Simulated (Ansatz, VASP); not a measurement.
## Two plane-wave programs on NaF

File INCAR:

```
SYSTEM = NaF
ALGO = Normal
EDIFF = 1E-6
ENCUT = 520
GGA = PE
ISIF = 2
ISMEAR = 0
LASPH = .TRUE.
LCHARG = .TRUE.
LELF = .TRUE.
LREAL = .FALSE.
LVHAR = .TRUE.
LWAVE = .FALSE.
NBANDS = 22
NELM = 100
PREC = Accurate
SIGMA = 0.01
```

The input KPOINTS:

```
k-points
0
G
  9 9 4
  0 0 0
```

Contents of POSCAR:

```
NaF
1.0
    3.2858114232      0.0000000000      0.0000000000
   -1.6429057116      2.8455961645      0.0000000000
    0.0000000000      0.0000000000      5.7489367457
Na F
2 2
Direct
    0.0000000000      0.0000000000      0.0000000000
    0.0000000000      0.0000000000      0.5000000000
    0.3333333333      0.6666666667      0.2500000000
    0.6666666667      0.3333333333      0.7500000000
```

Input for Ansatz:

```yaml
crystal:
  lattice:
    - [3.2858114232, 0.0, 0.0]
    - [-1.6429057116, 2.8455961645, 0.0]
    - [0.0, 0.0, 5.7489367457]
  atoms:
    - { symbol: Na, position: [0.0, 0.0, 0.0] }
    - { symbol: Na, position: [0.0, 0.0, 0.5] }
    - { symbol: F, position: [0.3333333333, 0.6666666667, 0.25] }
    - { symbol: F, position: [0.6666666667, 0.3333333333, 0.75] }
kpoints:
  mp_grid: { grid: [9, 9, 4] }
hamiltonian:
  xc: pbe
scf:
  occupations: { method: fixed }
  n_extra_bands: 5
output:
  forces: true
  stress: true
  eigenvalues: true
```

Alike in both runs: task single point; functional PBE; k mesh 9 × 9 × 4; no spin polarisation.

|  | VASP | Ansatz |
| --- | --- | --- |
| version | VASP 6.6.1 | Ansatz 0.2.0 |
| potentials or method | VASP PAW PBE potentials, release 64 (Na_pv, F) | plane waves, PAW |
| plane-wave cutoff (eV) | 520 | 420 |
| occupations | gaussian, width 0.01 eV | fixed |
| valence electrons in the cell | 28 | 32 |

VASP gave:

| Quantity | Value |
| --- | --- |
| gap on the k mesh at the Fermi level (eV) | 5.83 |
| pressure (GPa) | -1.4 |
| traceless stress, the component that is largest in VASP (GPa) | -0.06 |

Q: Which values does Ansatz return?

A: gap on the k mesh at the Fermi level (eV): 5.84; pressure (GPa): -1.2; traceless stress, the component that is largest in VASP (GPa): -0.07.

VASP's potentials hold 28 valence electrons a cell and Ansatz's 32, so a difference there can come from the potentials and not from the codes.
